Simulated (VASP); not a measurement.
# Ir (Fd-3m) in VASP: further runs

The runs below take Ir through single point, with PBE.

All numbers are computed with VASP 6.6.1; they aren't measurements. Logs are shortened: lines on timing, memory, paths and dates and some standing lists are left out, and cuts for length are marked.

### 1 The cell of the first run

The structure is cubic, space group Fd-3m (No. 227). The conventional cell has a = 5.680 Å, b = 5.680 Å, c = 5.680 Å, α = 90.00°, β = 90.00°, γ = 90.00°. Within 3.2 Å of Ir (site symmetry -43m) lie 4 Ir at 2.46 Å.

### 2 Single point, PBE

File INCAR:

```
SYSTEM = Ir
PREC = Accurate
ENCUT = 520
EDIFF = 1E-7
ISMEAR = -1
SIGMA = 0.06122561905347299
LREAL = .False.
LASPH = .True.
NELM = 80
ALGO = Normal
ISIF = 2
LWAVE = .False.
LCHARG = .True.
GGA = PE
LELF = .True.
LVHAR = .True.
NBANDS = 16
```

File KPOINTS:

```
regular mesh
0
Gamma
  12 12 12
  0 0 0
```

File POSCAR:

```
Ir
1.0
    0.0000000000      2.8401405819      2.8401405819
    2.8401405819      0.0000000000      2.8401405819
    2.8401405819      2.8401405819      0.0000000000
Ir
2
Direct
    0.0000000000      0.0000000000      0.0000000000
    0.2500000000      0.2500000000      0.2500000000
```

Potentials or basis: VASP PAW PBE potentials, release 64 (Ir).

Started as:

```bash
cat potpaw_PBE.64/Ir/POTCAR > POTCAR
mpirun -np 1 vasp_std > vasp.out
```

OUTCAR:

```text
SYSTEM = Ir
   PREC = Accurate
   ENCUT = 520
   EDIFF = 1E-7
   ISMEAR = -1
   LREAL = .False.
   LASPH = .True.
   NELM = 80
   ISIF = 2
   GGA = PE

 ion  position               nearest neighbor table
   1  0.000  0.000  0.000-   2 2.46   2 2.46   2 2.46   2 2.46
   2  0.250  0.250  0.250-   1 2.46   1 2.46   1 2.46   1 2.46

  LATTYP: Found a face centered cubic cell.
 ALAT       =     5.6802811638

  Lattice vectors:

 A1 = (   0.0000000000,   2.8401405819,   2.8401405819)
 A2 = (   2.8401405819,   0.0000000000,   2.8401405819)
 A3 = (   2.8401405819,   2.8401405819,   0.0000000000)

Analysis of symmetry for initial positions (statically):
=====================================================================
 Subroutine PRICEL returns:
 Original cell was already a primitive cell.

 Routine SETGRP: Setting up the symmetry group for a
 face centered cubic supercell.

 Subroutine GETGRP returns: Found 48 space group operations
 (whereof 24 operations were pure point group operations)
 out of a pool of 48 trial point group operations.

The static configuration has the point symmetry T_d .
 The point group associated with its full space group is O_h .

Analysis of symmetry for dynamics (positions and initial velocities):
=====================================================================
 Subroutine PRICEL returns:
 Original cell was already a primitive cell.

 Routine SETGRP: Setting up the symmetry group for a
 face centered cubic supercell.

 Subroutine GETGRP returns: Found 48 space group operations
 (whereof 24 operations were pure point group operations)
 out of a pool of 48 trial point group operations.

The dynamic configuration has the point symmetry T_d .
 The point group associated with its full space group is O_h .

 Subroutine INISYM returns: Found 48 space group operations
 (whereof 24 operations are pure point group operations),
 and found     1 'primitive' translations

----------------------------------------------------------------------------------------

                                     Primitive cell

  volume of cell :      45.8194

  direct lattice vectors                    reciprocal lattice vectors
     0.000000000  2.840140582  2.840140582    -0.176047624  0.176047624  0.176047624
     2.840140582  0.000000000  2.840140582     0.176047624 -0.176047624  0.176047624
     2.840140582  2.840140582  0.000000000     0.176047624  0.176047624 -0.176047624

  length of vectors
     4.016565330  4.016565330  4.016565330     0.304923429  0.304923429  0.304923429

  position of ions in fractional coordinates (direct lattice)
     0.000000000  0.000000000  0.000000000
     0.250000000  0.250000000  0.250000000

  ion indices of the primitive-cell ions
   primitive index   ion index
                 1           1
                 2           2

----------------------------------------------------------------------------------------

 KPOINTS: regular mesh

Automatic generation of k-mesh.
 Grid dimensions read from file:
 generate k-points for:   12   12   12

 Generating k-lattice:

  Cartesian coordinates                     Fractional coordinates (reciprocal lattice)
    -0.014670635  0.014670635  0.014670635     0.083333333  0.000000000  0.000000000
     0.014670635 -0.014670635  0.014670635     0.000000000  0.083333333  0.000000000
     0.014670635  0.014670635 -0.014670635     0.000000000  0.000000000  0.083333333

  Length of vectors
     0.025410286  0.025410286  0.025410286

  Shift w.r.t. Gamma in fractional coordinates (k-lattice)
     0.000000000  0.000000000  0.000000000

 Subroutine IBZKPT returns following result:
 ===========================================

 Found     72 irreducible k-points:

 Following reciprocal coordinates:
            Coordinates               Weight
  0.000000  0.000000  0.000000      1.000000
  0.083333  0.000000  0.000000      8.000000
  0.166667  0.000000  0.000000      8.000000
  0.250000  0.000000  0.000000      8.000000
  0.333333  0.000000  0.000000      8.000000
  0.416667  0.000000  0.000000      8.000000
[... 16 lines left out ...]
  0.500000  0.166667  0.000000     24.000000
 -0.416667  0.166667  0.000000     24.000000
 [... further k-points ...]
   k-points           NKPTS =     72   k-points in BZ     NKDIM =     72   number of bands    NBANDS=     16
   number of dos      NEDOS =    301   number of ions     NIONS =      2
   total plane-waves  NPLWV =  27000
   dimension x,y,z NGX =    30 NGY =   30 NGZ =   30
   dimension x,y,z NGXF=    60 NGYF=   60 NGZF=   60
   ions per type =               2
   NGX,Y,Z   is equivalent  to a cutoff of  12.42, 12.42, 12.42 a.u.
   NGXF,Y,Z  is equivalent  to a cutoff of  24.83, 24.83, 24.83 a.u.
 SYSTEM =  Ir
   PREC   = accura    normal or accurate (medium, high low for compatibility)
   ISTART =      0    job   : 0-new  1-cont  2-samecut
   ICHARG =      2    charge: 1-file 2-atom 10-const
   ISPIN  =      1    spin polarized calculation?
   LNONCOLLINEAR =      F non collinear calculations
   LSORBIT =      F    spin-orbit coupling
   LASPH  =      T    aspherical Exc in radial PAW
   ENCUT  =  520.0 eV  38.22 Ry    6.18 a.u.   7.47  7.47  7.47*2*pi/ulx,y,z
   NELM   =     80;   NELMIN=  2; NELMDL= -5     # of ELM steps
   EDIFF  = 0.1E-06   stopping-criterion for ELM
   LREAL  =      F    real-space projection
   EDIFFG = 0.1E-05   stopping-criterion for IOM
   NSW    =      0    number of steps for IOM
   IBRION =     -1    ionic relax: 0-MD 1-quasi-New 2-CG
   NFREE  =      0    steps in history (QN), initial steepest desc. (CG)
   ISIF   =      2    stress and relaxation
   ISYM   =      2    0-nonsym 1-usesym 2-fastsym
   POTIM  = 0.5000    time-step for ionic-motion
   TEBEG  =    0.0;   TEEND  =   0.0 temperature during run
   PSTRESS=    0.0 pullay stress
   NELECT =      18.0000    total number of electrons
   NUPDOWN=      -1.0000    fix difference up-down
   EMIN   =  10.00;   EMAX   =-10.00  energy-range for DOS
   EFERMI =   0.00;   METHOD = LEGACY
   ISMEAR =    -1;   SIGMA  =   0.06  broadening in eV -4-tet -1-fermi 0-gaus
   EFERMI_NEDOS =   21; number of points for ismear=-14 and -15
   IALGO  =     38    algorithm
   IMIX   =      4    mixing-type and parameters
     AMIX     =   0.40;   BMIX     =  1.00
     AMIX_MAG =   1.60;   BMIX_MAG =  1.00
  volume/ion in A,a.u.               =      22.91       154.60
  Fermi-wavevector in a.u.,A,eV,Ry     =   1.198991  2.265764 19.559447  1.437579
  Thomas-Fermi vector in A             =   2.334865
   LORBIT       =      0    0 simple, 1 ext, 2 COOP (PROOUT), +10 PAW based schemes
   GGA     = PE    functional components
   LHFCALC =     F    Hartree Fock is set to
   AEXX    =    0.0000 exact exchange contribution
   IVDW    =     0    specifies the selected vdW correction
   LEPSILON=     F    determine dielectric tensor
   LRPA    =     F    only Hartree local field effects (RPA)
 non-spin polarized calculation
  energy-cutoff  :      520.00
  volume of cell :       45.82
 maximum number of plane-waves:      1258
 NGX is ok and might be reduce to    30
   NGX = 15   NGY = 15   NGZ = 15

 number of electron      18.0000002 magnetization

 Free energy of the ion-electron system (eV)
  ---------------------------------------------------
  ext. energy  EPLUGINS =         0.00000000
  ---------------------------------------------------
  free energy    TOTEN  =       -15.63210045 eV

  energy without entropy =      -15.60276746  energy(sigma->0) =      -15.61743396

 E-fermi :   4.4869     XC(G=0): -10.8426

 val. band max:        4.4527592955   @ k =  -0.4167   0.2500   0.0000
 cond. band min:       4.5185972853   @ k =   0.2500   0.1667   0.0000
 fundamental gap:      0.0658379899
 Fermi energy:         4.4868750125

 k-point     1 :       0.0000    0.0000    0.0000
  band No.  band energies     occupation
      1      -3.0402      2.00000
      2      -0.1320      2.00000
      3      -0.1320      2.00000
      4       0.1633      2.00000
      5       0.1633      2.00000
      6       0.1633      2.00000
[... 8 lines left out ...]
     15      16.5739      0.00000
     16      16.5739      0.00000

 k-point     2 :       0.0833    0.0000    0.0000
  band No.  band energies     occupation
      1      -2.9280      2.00000
      2      -0.2254      2.00000
      3      -0.2254      2.00000
      4       0.1508      2.00000
      5       0.2978      2.00000
      6       0.2978      2.00000
[... 8 lines left out ...]
     15      16.0032      0.00000
     16      16.1269      0.00000

 k-point     3 :       0.1667    0.0000    0.0000
  band No.  band energies     occupation
      1      -2.6061      2.00000
      2      -0.3260      2.00000
      3      -0.3260      2.00000
      4       0.1187      2.00000
      5       0.4926      2.00000
      6       0.4926      2.00000
[... 8 lines left out ...]
     15      15.0626      0.00000
     16      16.6003      0.00000

 k-point     4 :       0.2500    0.0000    0.0000
  band No.  band energies     occupation
      1      -2.1260      2.00000
      2      -0.3478      2.00000
      3      -0.3478      2.00000
      4       0.0770      2.00000
      5       0.5895      2.00000
      6       0.5895      2.00000
[... 8 lines left out ...]
     15      14.4436      0.00000
     16      17.0009      0.00000

 k-point     5 :       0.3333    0.0000    0.0000
  band No.  band energies     occupation
      1      -1.5926      2.00000
      2      -0.2815      2.00000
      3      -0.2815      2.00000
      4       0.0255      2.00000
      5       0.5298      2.00000
      6       0.5298      2.00000
[... 8 lines left out ...]
     15      14.2569      0.00000
     16      16.9675      0.00000

 k-point     6 :       0.4167    0.0000    0.0000
  band No.  band energies     occupation
      1      -1.1640      2.00000
      2      -0.1414      2.00000
      3      -0.1414      2.00000
      4      -0.0436      2.00000
      5       0.3564      2.00000
      6       0.3564      2.00000
[... 8 lines left out ...]
     15      14.1656      0.00000
     16      16.8676      0.00000

 k-point     7 :       0.5000    0.0000    0.0000
  band No.  band energies     occupation
      1      -0.9954      2.00000
      2      -0.0867      2.00000
      3      -0.0173      2.00000
      4      -0.0173      2.00000
      5       0.2138      2.00000
      6       0.2138      2.00000
[... 8 lines left out ...]
     15      14.1401      0.00000
     16      16.8236      0.00000

 k-point     8 :       0.0833    0.0833    0.0000
  band No.  band energies     occupation
      1      -2.8897      2.00000
      2      -0.3711      2.00000
      3      -0.0578      2.00000
      4       0.1600      2.00000
      5       0.1600      2.00000
      6       0.4325      2.00000
[... 8 lines left out ...]
     15      15.1199      0.00000
     16      16.4395      0.00000

 k-point     9 :       0.1667    0.0833    0.0000
  band No.  band energies     occupation
      1      -2.6350      2.00000
      2      -0.5024      2.00000
      3      -0.0925      2.00000
      4       0.1368      2.00000
      5       0.2878      2.00000
      6       0.6353      2.00000
[... 8 lines left out ...]
     15      15.4932      0.00000
     16      15.7706      0.00000
[... 172 lines left out ...]
 k-point    19 :       0.1667    0.1667    0.0000
  band No.  band energies     occupation
      1      -2.4475      2.00000
      2      -0.6582      2.00000
      3       0.1445      2.00000
      4       0.1445      2.00000
      5       0.1619      2.00000
      6       0.8093      2.00000
[... 8 lines left out ...]
     15      14.7208      0.00000
     16      14.8995      0.00000

 k-point    20 :       0.2500    0.1667    0.0000
  band No.  band energies     occupation
      1      -2.0700      2.00000
      2      -0.7465      2.00000
      3       0.0804      2.00000
      4       0.1017      2.00000
      5       0.3555      2.00000
      6       0.9879      2.00000
[... 8 lines left out ...]
     15      14.3429      0.00000
     16      15.3669      0.00000

 k-point    21 :       0.3333    0.1667    0.0000
  band No.  band energies     occupation
      1      -1.5722      2.00000
      2      -0.7533      2.00000
      3       0.0005      2.00000
      4       0.0619      2.00000
      5       0.4577      2.00000
      6       1.0414      2.00000
[... 8 lines left out ...]
     15      14.2324      0.00000
     16      16.4340      0.00000

 k-point    22 :       0.4167    0.1667    0.0000
  band No.  band energies     occupation
      1      -1.0843      2.00000
      2      -0.6972      2.00000
      3      -0.1056      2.00000
      4       0.0248      2.00000
      5       0.5195      2.00000
      6       0.9220      2.00000
[... 8 lines left out ...]
     15      14.2248      0.00000
     16      17.7516      0.00000

 k-point    23 :       0.5000    0.1667    0.0000
  band No.  band energies     occupation
      1      -0.7707      2.00000
      2      -0.6227      2.00000
      3      -0.1199      2.00000
      4      -0.1034      2.00000
      5       0.6506      2.00000
      6       0.7240      2.00000
[... 8 lines left out ...]
     15      14.2933      0.00000
     16      18.2223      0.00000

 k-point    24 :      -0.4167    0.1667    0.0000
  band No.  band energies     occupation
      1      -0.7708      2.00000
      2      -0.5029      2.00000
      3      -0.2857      2.00000
      4      -0.0025      2.00000
      5       0.4817      2.00000
      6       0.8514      2.00000
[... 8 lines left out ...]
     15      14.4180      0.00000
     16      17.8312      0.00000

 [... further k-points ...]
[... 5 lines left out ...]
  --------------------------------------------------------------------------------------
  -------------------------------------------------------------------------------------
  Total       -2.7620901     -2.7620901     -2.7620901     -0.0000000      0.0000000     -0.0000000
  in kB      -96.5826052    -96.5826052    -96.5826052     -0.0000000      0.0000000     -0.0000000
  external PRESSURE =     -96.5826052 kB  Pullay stress =       0.0000000 kB

 VOLUME and BASIS-vectors are now :
 -----------------------------------------------------------------------------
  energy-cutoff  :      520.00
  volume of cell :       45.82
      direct lattice vectors                 reciprocal lattice vectors
     0.000000000  2.840140582  2.840140582    -0.176047624  0.176047624  0.176047624
     2.840140582  0.000000000  2.840140582     0.176047624 -0.176047624  0.176047624
     2.840140582  2.840140582  0.000000000     0.176047624  0.176047624 -0.176047624

 POSITION                                       TOTAL-FORCE (eV/Angst)
 -----------------------------------------------------------------------------------
      0.00000      0.00000      0.00000         0.000000      0.000000      0.000000
      1.42007      1.42007      1.42007        -0.000000     -0.000000     -0.000000
 -----------------------------------------------------------------------------------
    total drift:                                0.000000     -0.000000      0.000000

  FREE ENERGIE OF THE ION-ELECTRON SYSTEM (eV)
  ---------------------------------------------------
  free  energy   TOTEN  =       -15.6321004542 eV

  energy  without entropy=      -15.6027674597  energy(sigma->0) =      -15.61743396
```

Wall time 53 s (1 thread of Intel Xeon 6975P-C, shared host); peak memory 0.2 GiB.

Results:

| Property | Result |
| --- | --- |
| Free energy | -15.6321 eV |
| Pressure | -9.7 GPa |
| Band gap on the k mesh | zero (band 9 reaches 5.42 eV, above the bottom of band 10 at 4.05 eV) |

Caveat: spin-orbit coupling is left out, which moves the levels of the heavy elements.

### 3 Single point, PBE

This run uses another cell than the first one, of 20.32 Å³/atom, 0.887 times its volume.

File INCAR:

```
SYSTEM = Ir
PREC = Accurate
ENCUT = 520
EDIFF = 1E-6
ISMEAR = -1
SIGMA = 0.06122561905347299
LREAL = .FALSE.
LASPH = .TRUE.
NELM = 80
ALGO = Normal
ISIF = 2
LWAVE = .FALSE.
LCHARG = .TRUE.
GGA = PE
LELF = .TRUE.
LVHAR = .TRUE.
NBANDS = 16
```

File KPOINTS:

```
Automatic mesh
0
G
  17 17 17
  0 0 0
```

File POSCAR:

```
Ir
1.0
    0.0000000000      2.7286458150      2.7286458150
    2.7286458150      0.0000000000      2.7286458150
    2.7286458150      2.7286458150      0.0000000000
Ir
2
Direct
    0.0000000000      0.0000000000      0.0000000000
    0.2500000000      0.2500000000      0.2500000000
```

Potentials or basis: VASP PAW PBE potentials, release 64 (Ir).

Started as:

```bash
cat potpaw_PBE.64/Ir/POTCAR > POTCAR
mpirun -np 1 vasp_std > vasp.out
```

It took 97 s on 1 thread of Intel Xeon 6975P-C, shared host; peak memory 0.24 GiB.

Results (log left out):

```yaml
Free_energy: -15.6295 eV
Pressure: 12.2 GPa
Band_gap_on_the_k_mesh: zero (band 9 reaches 7.03 eV, above the bottom of band 10 at 5.28 eV)
```

Levels at points of the mesh, in eV from the Fermi level:
| k point | band 6 | band 7 | band 8 | band 9 | band 10 | band 11 | band 12 | band 13 |
| --- | --- | --- | --- | --- | --- | --- | --- | --- |
| (0.00, 0.00, 0.00) | -4.97 | -1.87 | -1.87 | -1.87 | 0.91 | 0.91 | 11.11 | 11.16 |

Caveat: spin-orbit coupling is left out, which moves the levels of the heavy elements.

### 4 Single point, PBE

This run uses another cell than the first one, of 20.32 Å³/atom, 0.887 times its volume.

File INCAR:

```
PREC = Accurate
ENCUT = 520
EDIFF = 1E-6
ISMEAR = -1
SIGMA = 0.06122561905347299
LREAL = False
LASPH = True
NELM = 80
ALGO = Normal
ISIF = 2
LWAVE = False
LCHARG = False
GGA = PE
NBANDS = 16
```

File KPOINTS:

```
regular mesh
0
Gamma
  17 17 17
```

POSCAR is that of step 3.

Started as:

```bash
cat potpaw_PBE.64/Ir/POTCAR > POTCAR
mpirun -np 1 vasp_std > vasp.out
```

It took 92 s on 1 thread of Intel Xeon 6975P-C, shared host; peak memory 0.23 GiB.

Results (log left out):

- Free energy: -15.6295 eV
- Pressure: 12.2 GPa
- Band gap on the k mesh: zero (band 9 reaches 7.03 eV, above the bottom of band 10 at 5.28 eV)

Levels at points of the mesh, in eV from the Fermi level:
```csv
k point,band 6,band 7,band 8,band 9,band 10,band 11,band 12,band 13
"(0.00, 0.00, 0.00)",-4.97,-1.87,-1.87,-1.87,0.91,0.91,11.11,11.16
```

Caveat: spin-orbit coupling is left out, which moves the levels of the heavy elements.
